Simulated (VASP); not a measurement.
BaZrO3: single point with PBE

BaZrO3:

```
Ba Zr O
1.0
     4.16341    0.00000    0.00000
     0.00000    4.16341    0.00000
     0.00000    0.00000    4.26485
Ba Zr O
1 1 3
Direct
  0.00000 0.00000 0.00000
  0.50000 0.50000 0.50000
  0.50000 0.00000 0.50000
  0.50000 0.50000 0.00000
  0.00000 0.50000 0.50000
```

This cell differs from its parent crystal: biaxial strain in the a-b plane: -1.5 %.

| Quantity | Value |
| --- | --- |
| Program | VASP 6.6.1 |
| Task | single point |
| Functional | PBE |
| Potentials or basis | VASP PAW PBE potentials, release 64 (Ba_sv, Zr_sv, O) |
| Cutoff | 520 eV |
| k mesh | 6 × 6 × 6 |
| Occupations | gaussian, width 0.02 eV |
| Spin | no spin polarisation |
| Dipole correction | no |
| Further INCAR settings | ALGO = Normal; EDIFF = 1e-06; NBANDS = 28 |

```yaml
Pressure: 4.6 GPa
Band_gap_on_the_k_mesh: 3.12 eV, indirect (least direct gap 3.36 eV)
```

Stress tensor (GPa, compression positive):
```
6.41 0.00 0.00
0.00 6.41 0.00
0.00 0.00 0.88
```

Levels at points of the mesh, in eV from the valence-band top:
```tsv
k point	band 18	band 19	band 20	band 21	band 22	band 23
(0.00, 0.00, 0.00)	-0.29	-0.24	-0.24	3.12	3.12	3.23
(0.50, 0.00, 0.00)	-1.69	-0.51	-0.47	3.59	5.74	5.77
(0.50, 0.50, 0.00)	-0.85	-0.85	-0.07	5.70	5.70	6.37
(0.00, 0.00, 0.50)	-1.59	-0.46	-0.46	3.63	5.48	5.48
(0.50, 0.00, 0.50)	-1.01	-0.79	-0.13	5.47	5.72	6.34
(0.50, 0.50, 0.50)	-0.04	-0.04	0.00	5.89	5.89	6.02
```

Run time: 41 s on 1 thread of AMD EPYC 9R45 96-Core Processor (Zen 5) (shared host), peak memory 0.2 GiB.

Caveat: the cell differs from its parent crystal (biaxial strain in the a-b plane: -1.5 %); spin-orbit coupling is left out, which moves the levels of the heavy elements. A k mesh can miss the band edges.
